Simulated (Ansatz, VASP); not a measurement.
# One calculation of CdSe, two programs

File INCAR:

```
SYSTEM = CdSe
  PREC = Accurate
  ENCUT = 520
  EDIFF = 1E-7
  ISMEAR = -1
  SIGMA = 0.03
  LREAL = .False.
  LASPH = .True.
  NELM = 60
  ALGO = Normal
  ISIF = 2
  LWAVE = .False.
  LCHARG = .False.
  GGA = PE
  NBANDS = 16
```

KPOINTS

```
Automatic mesh
0
Gamma
  8 8 8
  0 0 0
```

The input POSCAR:

```
CdSe
1.0
   -0.0921081360      3.0242171306      3.0242171306
    3.0242171306     -0.0921081360      3.0242171306
    3.0242171306      3.0242171306     -0.0921081360
Cd Se
1 1
Direct
    0.0000000000      0.0000000000      0.0000000000
    0.2500000000      0.2500000000      0.2500000000
```

Input for Ansatz:

```yaml
crystal:
  lattice:
    - [-0.092108136, 3.0242171306, 3.0242171306]
    - [3.0242171306, -0.092108136, 3.0242171306]
    - [3.0242171306, 3.0242171306, -0.092108136]
  atoms:
    - { symbol: Cd, position: [0.0, 0.0, 0.0] }
    - { symbol: Se, position: [0.25, 0.25, 0.25] }
kpoints:
  mp_grid: { grid: [8, 8, 8] }
  band_path:
    path:
      - [0.0, 0.0, 0.0]
      - [0.5, 0.5, 0.5]
      - [0.2579113083, 0.5, 0.7420886917]
      - [-0.2579113083, 0.2579113083, 0.5]
      - [0.0, 0.0, 0.5]
      - [0.0, 0.0, 0.0]
      - [-0.3789556542, 0.0, 0.3789556542]
      - [0.0, 0.3789556542, 0.6210443458]
      - [0.0, 0.5, 0.5]
    npoints: 5
scf:
  occupations: { method: fermi_dirac, width: 0.03 }
hamiltonian:
  xc: pbe
  pseudopotentials: { kind: all_electron, lapw: { basis_error: 0.001 } }
output:
  forces: true
  stress: true
  eigenvalues: true
```

Change from the starting cell: equal xy, yz and zx shear strains of -3 %.

Alike in both runs: task single point; functional PBE; k mesh 8 × 8 × 8; occupations fermi-dirac, width 0.03 eV; no spin polarisation.

```csv
,VASP,Ansatz
version,VASP 6.6.1,Ansatz 0.2.0
potentials or method,"VASP PAW PBE potentials, release 64 (Cd, Se), cutoff 520 eV","all-electron LAPW, scalar-relativistic"
```

|  | VASP | Ansatz | Ansatz less VASP |
| --- | --- | --- | --- |
| pressure (GPa) | 1.8 | 1.5 | -0.26 |
| traceless stress, the component that is largest in VASP (GPa) | 1.42 | 1.38 | -0.033 |
| rms of the force components (eV/Å) | 0.217 | 0.210 | -0.0076 |

Atom by atom the forces differ by 0.008 eV/Å (rms over components). Ansatz ran all-electron here, and VASP with PAW potentials.
